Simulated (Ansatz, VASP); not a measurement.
MgO in VASP and in Ansatz

```
Mg O
1.0
     5.52307    0.00000    0.00000
     0.00000    5.52307    0.00000
     0.00000    0.00000    5.52307
Mg O
6 6
Direct
  0.25000 0.99218 0.50000
  0.00000 0.50782 0.25000
  0.50000 0.75000 0.00000
  0.75000 0.99218 0.50000
  0.00000 0.50782 0.75000
  0.50000 0.25000 0.00000
  0.25000 0.50609 0.00000
  0.50000 0.99391 0.25000
  0.00000 0.75000 0.50000
  0.75000 0.50609 0.00000
  0.50000 0.99391 0.75000
  0.00000 0.25000 0.50000
```

Change from the starting cell: mode 14 frozen in at -0.043 Å and mode 24 at +0.000 Å (largest displacements).

Alike in both runs: task single point; functional LDA; k mesh 4 × 4 × 4; occupations gaussian, width 0.05 eV; no spin polarisation.

|  | VASP | Ansatz |
| --- | --- | --- |
| version | VASP 6.6.1 | Ansatz 0.2.0 |
| potentials or method | VASP PAW LDA potentials, release 64 (Mg, O), cutoff 520 eV | scalar-relativistic, plane waves, PAW |
| valence electrons in the cell | 48 | 96 |

```tsv
	VASP	Ansatz	Ansatz less VASP
gap on the k mesh at the Fermi level (eV)	2.85	2.86	+0.009
least direct gap on the mesh (eV)	2.85	2.86	+0.009
pressure (GPa)	-0.6	0.1	+0.72
rms of the force components (eV/Å)	0.206	0.201	-0.0050
```

Ansatz warns that its potentials were made for another functional, while VASP's fit it. LDA's correlation is that of Perdew and Zunger in VASP and of Perdew and Wang (1992) in Ansatz. Atom by atom the forces differ by 0.005 eV/Å (rms over components). VASP's potentials hold 48 valence electrons a cell and Ansatz's 96, so a difference there can come from the potentials and not from the codes.
